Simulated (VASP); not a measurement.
A run of VASP 6.6.1 is set up as follows.

INCAR

```
SYSTEM = MgO
  PREC = Accurate
  ENCUT = 520
  EDIFF = 1E-7
  ISMEAR = 0
  SIGMA = 0.05
  LREAL = .FALSE.
  LASPH = .TRUE.
  NELM = 60
  ALGO = Normal
  ISIF = 2
  LWAVE = .FALSE.
  LCHARG = .FALSE.
  GGA = CA
  NBANDS = 11
```

The input KPOINTS:

```
Automatic mesh
0
G
  9 9 8
  0 0 0
```

POSCAR

```
MgO
1.0
    2.9380209034      0.0000000000      0.0000000000
   -1.4690104517      2.5444007392      0.0000000000
    0.0000000000      0.0000000000      2.6796800000
Mg O
1 1
Direct
    0.0000000000      0.0000000000      0.0000000000
    0.3333333333      0.6666666667      0.4440231669
```

Potentials or basis: VASP PAW LDA potentials, release 64 (Mg, O).

The run is started by

```console
$ cat potpaw_LDA.64/Mg/POTCAR potpaw_LDA.64/O/POTCAR > POTCAR
$ mpirun -np 1 vasp_std > vasp.out
```

Predict the largest force.

0.443 eV/Å.

Predict the band gap on the k mesh.

2.92 eV, indirect (least direct gap 3.35 eV).

Stress tensor (GPa, compression positive):
```
-8.73  0.00  0.00
 0.00 -8.73  0.00
 0.00  0.00 -9.62
```

Caveat: the cell differs from its parent crystal (all O atoms moved +0.150 Å, as atom 2 towards its neighbour atom 2 (O) at 2.680 Å). A k mesh can miss the band edges.
